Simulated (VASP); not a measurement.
# Mo in VASP: a series of runs, part 2 of 2

VASP 6.6.1.

**3. Single point, PBE**

INCAR reads:

```
SYSTEM = Mo
  PREC = Accurate
  ENCUT = 520
  EDIFF = 1E-6
  ISMEAR = -1
  SIGMA = 0.1
  LREAL = .FALSE.
  LASPH = .TRUE.
  NELM = 80
  ALGO = Normal
  ISIF = 2
  LWAVE = .FALSE.
  LCHARG = .FALSE.
  LDIPOL = .TRUE.
  IDIPOL = 3
  DIPOL = 0.5 0.5 0.500
  GGA = PE
  NBANDS = 43
```

KPOINTS reads:

```
Automatic mesh
0
G
  13 13 1
  0 0 0
```

POSCAR reads:

```
Mo
1.0
    2.7373676766      0.0000000000      0.0000000000
   -0.9124558922      2.5808149956      0.0000000000
    0.0000000000      0.0000000000     17.7530000000
Mo
5
Direct
    0.0000000000      0.0000000000      0.2534789712
    0.5000000000      0.5000000000      0.3733780478
    0.0000000000      0.0000000000      0.4999999999
    0.5000000000      0.5000000000      0.6266219527
    0.0000000000      0.0000000000      0.7465210288
```

Potentials or basis: VASP PAW PBE potentials, release 64 (Mo_sv).

On the command line:

```sh
cat potpaw_PBE.64/Mo_sv/POTCAR > POTCAR
mpirun -np 1 vasp_std > vasp.out
```

OUTCAR:

```text
SYSTEM = Mo
   PREC = Accurate
   ENCUT = 520
   EDIFF = 1E-6
   ISMEAR = -1
   LREAL = .FALSE.
   LASPH = .TRUE.
   NELM = 80
   ISIF = 2
   GGA = PE

 ion  position               nearest neighbor table
   1  0.000  0.000  0.253-   2 2.65   2 2.65   2 3.09   2 3.09
   2  0.500  0.500  0.373-   1 2.65   1 2.65   3 2.75   3 2.75   1 3.09   1 3.09   3 3.17   3 3.17

   3  0.000  0.000  0.500-   2 2.75   2 2.75   4 2.75   4 2.75   2 3.17   2 3.17   4 3.17   4 3.17

   4  0.500  0.500  0.627-   5 2.65   5 2.65   3 2.75   3 2.75   5 3.09   5 3.09   3 3.17   3 3.17

   5  0.000  0.000  0.747-   4 2.65   4 2.65   4 3.09   4 3.09

  LATTYP: Found a base centered orthorhombic cell.
 ALAT       =     3.1608399299
 B/A-ratio  =     1.4142135624
 C/A-ratio  =     5.6165450936

  Lattice vectors:

 A1 = (   2.7373676766,   0.0000000000,   0.0000000000)
 A2 = (  -0.9124558922,   2.5808149956,   0.0000000000)
 A3 = (   0.0000000000,   0.0000000000,  17.7530000000)

Analysis of symmetry for initial positions (statically):
=====================================================================
 Subroutine PRICEL returns:
 Original cell was already a primitive cell.

 Routine SETGRP: Setting up the symmetry group for a
 base centered orthorhombic supercell.

 Subroutine GETGRP returns: Found  8 space group operations
 (whereof  8 operations were pure point group operations)
 out of a pool of  8 trial point group operations.

The static configuration has the point symmetry D_2h.

Analysis of symmetry for dynamics (positions and initial velocities):
=====================================================================
 Subroutine PRICEL returns:
 Original cell was already a primitive cell.

 Routine SETGRP: Setting up the symmetry group for a
 base centered orthorhombic supercell.

 Subroutine GETGRP returns: Found  8 space group operations
 (whereof  8 operations were pure point group operations)
 out of a pool of  8 trial point group operations.

The dynamic configuration has the point symmetry D_2h.

[... 129 lines left out ...]
   GGA     = PE    functional components
   LHFCALC =     F    Hartree Fock is set to
   AEXX    =    0.0000 exact exchange contribution
   IVDW    =     0    specifies the selected vdW correction
   LEPSILON=     F    determine dielectric tensor
   LRPA    =     F    only Hartree local field effects (RPA)
 non-spin polarized calculation
  energy-cutoff  :      520.00
  volume of cell :      125.42
 maximum number of plane-waves:      3410
   NGX = 11   NGY = 11   NGZ = 67

 number of electron      69.9999989 magnetization

 dipolmoment           0.000000      0.000000     -0.000000 electrons x Angstroem

 Free energy of the ion-electron system (eV)
  ---------------------------------------------------
  ext. energy  EPLUGINS =         0.00000000
  ---------------------------------------------------
  free energy    TOTEN  =       -52.28314130 eV

  energy without entropy =      -52.14103748  energy(sigma->0) =      -52.21208939

 E-fermi :   6.2679     XC(G=0):  -9.3977

 val. band max:        6.2643874588   @ k =  -0.2308   0.2308   0.0000
 cond. band min:       6.2875101674   @ k =  -0.2308   0.1538   0.0000
 fundamental gap:      0.0231227086
 Fermi energy:         6.2678931463

 k-point     1 :       0.0000    0.0000    0.0000
  band No.  band energies     occupation
      1     -55.0309      2.00000
      2     -54.9797      2.00000
      3     -54.8545      2.00000
      4     -54.6904      2.00000
      5     -54.6859      2.00000
      6     -29.6190      2.00000
[... 1093 lines left out ...]
     42       8.5081      0.00000
     43       8.9797      0.00000

 [... further k-points ...]

------------------------ aborting loop because EDIFF is reached ----------------------------------------

 vacuum level on the upper side and lower side of the slab       (xc-potential included)        -1.242        -1.242

  FORCE on cell =-STRESS in cart. coord.  units (eV):
  Direction    XX          YY          ZZ          XY          YZ          ZX
  --------------------------------------------------------------------------------------
  -------------------------------------------------------------------------------------
  Total       -2.1126737     -2.1609827      0.2041679     -0.0683192      0.0000000      0.0000000
  in kB      -26.9886548    -27.6057851      2.6081722     -0.8727541      0.0000000      0.0000000
  external PRESSURE =     -17.3287559 kB  Pullay stress =       0.0000000 kB

 VOLUME and BASIS-vectors are now :
 -----------------------------------------------------------------------------
  energy-cutoff  :      520.00
  volume of cell :      125.42
      direct lattice vectors                 reciprocal lattice vectors
     2.737367677  0.000000000  0.000000000     0.365314462  0.129158167  0.000000000
    -0.912455892  2.580814996  0.000000000     0.000000000  0.387474500  0.000000000
     0.000000000  0.000000000 17.753000000     0.000000000  0.000000000  0.056328508

 POSITION                                       TOTAL-FORCE (eV/Angst)
 -----------------------------------------------------------------------------------
      0.00000      0.00000      4.50001        -0.000000      0.000000     -0.030338
      0.91246      1.29041      6.62858        -0.000000     -0.000000      0.005921
      0.00000      0.00000      8.87650         0.000000      0.000000      0.000000
      0.91246      1.29041     11.12442        -0.000000      0.000000     -0.005921
      0.00000      0.00000     13.25299         0.000000      0.000000      0.030338
 -----------------------------------------------------------------------------------
    total drift:                                0.000000      0.000000     -0.000024

  FREE ENERGIE OF THE ION-ELECTRON SYSTEM (eV)
  ---------------------------------------------------
  free  energy   TOTEN  =       -52.2831413024 eV

  energy  without entropy=      -52.1410374835  energy(sigma->0) =      -52.21208939

 vacuum level on the upper side and lower side of the slab         9.600         9.600
```

OSZICAR:

```text
N       E                     dE             d eps       ncg     rms          rms(c)
DAV:   1     0.871528395287E+03    0.87153E+03   -0.45328E+04  4742   0.162E+03
DAV:   2    -0.246890977012E+02   -0.89622E+03   -0.87885E+03  4751   0.512E+02
DAV:   3    -0.553498889865E+02   -0.30661E+02   -0.29762E+02  5639   0.860E+01
[... 11 lines left out ...]
DAV:  15    -0.522825598569E+02   -0.60295E-04   -0.15813E-03  5504   0.241E-01    0.820E-02
DAV:  16    -0.522828647240E+02   -0.30487E-03   -0.27273E-04  4870   0.816E-02    0.356E-02
DAV:  17    -0.522831280951E+02   -0.26337E-03   -0.27771E-04  5174   0.683E-02    0.389E-02
DAV:  18    -0.522831433541E+02   -0.15259E-04   -0.15002E-04  5307   0.740E-02    0.277E-02
DAV:  19    -0.522831410415E+02    0.23126E-05   -0.21813E-05  5092   0.341E-02    0.127E-02
DAV:  20    -0.522831413024E+02   -0.26088E-06   -0.47200E-06  3888   0.105E-02
   1 F= -.52283141E+02 E0= -.52212089E+02  d E =-.142104E+00
```

stdout:

```text
POSCAR found type information on POSCAR Mo
 POSCAR found :  1 types and       5 ions
 scaLAPACK will be used
 LDA part: xc-table for (Slater+PW92), standard interpolation
 POSCAR, INCAR and KPOINTS ok, starting setup
 FFT: planning ... GRIDC
 FFT: planning ... GRID_SOFT
 FFT: planning ... GRID
 WAVECAR not read
 entering main loop
```

Wall time 3.2 min (1 thread of Intel Xeon 6975P-C (Granite Rapids), shared host); peak memory 0.32 GiB.

What came out:

```
Free energy            : -52.2831 eV
Largest force          : 0.030 eV/Å
Band gap on the k mesh : zero (band 35 reaches 7.58 eV, above the bottom of band 36 at 5.38 eV)
```

Forces in eV/Å, atoms in the order of the input:
```
Mo   0.000  0.000 -0.030
Mo   0.000  0.000  0.006
Mo   0.000  0.000  0.000
Mo   0.000  0.000 -0.006
Mo   0.000  0.000  0.030
```
